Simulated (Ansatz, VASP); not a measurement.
**Two plane-wave programs on WI6**

```xyz
7
Lattice="0.0000 5.6054 5.6054 5.6054 0.0000 5.6054 5.6054 5.6054 0.0000" Properties=species:S:1:pos:R:3 pbc="T T T"
W     0.0000    0.0000    0.0000
I     2.7064    5.6054    5.6054
I     8.5045    5.6054    5.6054
I     5.6054    2.7064    5.6054
I     5.6054    8.5045    5.6054
I     5.6054    5.6054    2.7064
I     5.6054    5.6054    8.5045
```

Alike in both runs: functional PBE; k mesh 6 × 6 × 6; occupations gaussian, width 0.01 eV; no spin polarisation.

Ansatz relaxed the structure, and its values are those at the end. VASP's run is a single point on that final structure, the one shown.

|  | VASP | Ansatz |
| --- | --- | --- |
| version | VASP 6.6.1 | Ansatz 0.2.0 |
| potentials or method | VASP PAW PBE potentials, release 64 (W_sv, I), cutoff 520 eV | scalar-relativistic, plane waves, PAW |
| valence electrons in the cell | 56 | 116 |

```csv
,VASP,Ansatz,Ansatz less VASP
gap on the k mesh at the Fermi level (eV),0.01,0.01,-0.001
least direct gap on the mesh (eV),0.02,0.02,-0.001
pressure (GPa),0.4,0.4,-0.01
```

VASP's potentials hold 56 valence electrons a cell and Ansatz's 116, so a difference there can come from the potentials and not from the codes. Ansatz's warnings: stress scf threshold loose.

Neither program's run includes spin-orbit coupling.
